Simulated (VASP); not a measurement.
A run of VASP 6.6.1:

File POSCAR:

```
WS2
1.0
    3.1015680172      0.0000000000      0.0000000000
   -1.5507840086      2.6860366944      0.0000000000
    0.0000000000      0.0000000000     16.5269715034
W S
1 2
Direct
    0.3333333333      0.6666666667      0.0000000000
    0.6666666667      0.3333333333      0.9080224902
    0.6666666667      0.3333333333      0.0919775098
```

The input INCAR.step1:

```
PREC = Accurate
ENCUT = 520
ISMEAR = 0
SIGMA = 0.05
LREAL = F
LASPH = T
NELM = 100
NBANDS = 20
GGA = PE
ALGO = Normal
EDIFF = 1E-4
LWAVE = T
LCHARG = F
```

The input INCAR.step2:

```
PREC = Accurate
ENCUT = 520
EDIFF = 1E-6
ISMEAR = 0
SIGMA = 0.05
LREAL = F
LASPH = T
NELM = 100
ALGO = Normal
ISIF = 2
LWAVE = F
LCHARG = F
METAGGA = R2SCAN
LMIXTAU = T
NBANDS = 20
ISTART = 1
```

The input KPOINTS:

```
Automatic mesh
0
Gamma
  12 12 2
```

Potentials or basis: VASP PAW PBE potentials, release 64 (W_sv, S).

The run is started by

```bash
$ cat potpaw_PBE.64/W_sv/POTCAR potpaw_PBE.64/S/POTCAR > POTCAR
$ cp INCAR.step1 INCAR
$ mpirun -np 1 vasp_std > vasp.out
$ cp INCAR.step2 INCAR
$ mpirun -np 1 vasp_std > vasp.out
```

Hardware: 1 thread of Intel(R) Xeon(R) Platinum 8259CL CPU @ 2.50GHz (Skylake/Cascade Lake) (shared host).

How long does it take, and how much memory?

Wall time 11 min on 1 thread of Intel(R) Xeon(R) Platinum 8259CL CPU @ 2.50GHz (Skylake/Cascade Lake) (shared host), peak memory 0.34 GiB. Counts: k points 38.
